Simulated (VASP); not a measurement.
Here is a VASP 6.6.1 calculation.

The input INCAR:

```
  PREC = Accurate
  ENCUT = 520
  EDIFF = 1E-7
  ISMEAR = -1
  SIGMA = 0.05
  LREAL = False
  LASPH = True
  NELM = 100
  ALGO = Fast
  ISIF = 2
  LWAVE = False
  LCHARG = True
  GGA = PS
  LELF = True
  LVHAR = True
  NBANDS = 18
```

File KPOINTS:

```
Automatic mesh
0
Gamma
  11 11 11
```

Contents of POSCAR:

```
CuAu
1.0
    1.4430568479      0.8331492596      4.2561707609
   -1.4430568479      0.8331492596      4.2561707609
    0.0000000000     -1.6662985192      4.2561707609
Au Cu
1 1
Direct
   -0.0017160000      0.0121310000     -0.0123220000
    0.5007360000      0.5014260000      0.4999300000
```

Potentials or basis: VASP PAW PBE potentials, release 64 (Au, Cu).

Command:

```bash
$ cat potpaw_PBE.64/Au/POTCAR potpaw_PBE.64/Cu/POTCAR > POTCAR
$ mpirun -np 1 vasp_std > vasp.out
```

Estimate the band gap on the k mesh.

zero (bands 11 and 12 overlap by 4.15 eV).

Predict the pressure.

-7.9 GPa.

What does it give for the largest force?

0.126 eV/Å.

Stress tensor (GPa, compression positive):
```
-8.50 -0.01  0.05
-0.01 -8.55 -0.02
 0.05 -0.02 -6.78
```

Caveat: the cell differs from its parent crystal (atoms moved at random); the cell stands under tension; the PAW data sets were made with another functional, which shifts forces and pressure a little; spin-orbit coupling is left out, which moves the levels of the heavy elements.
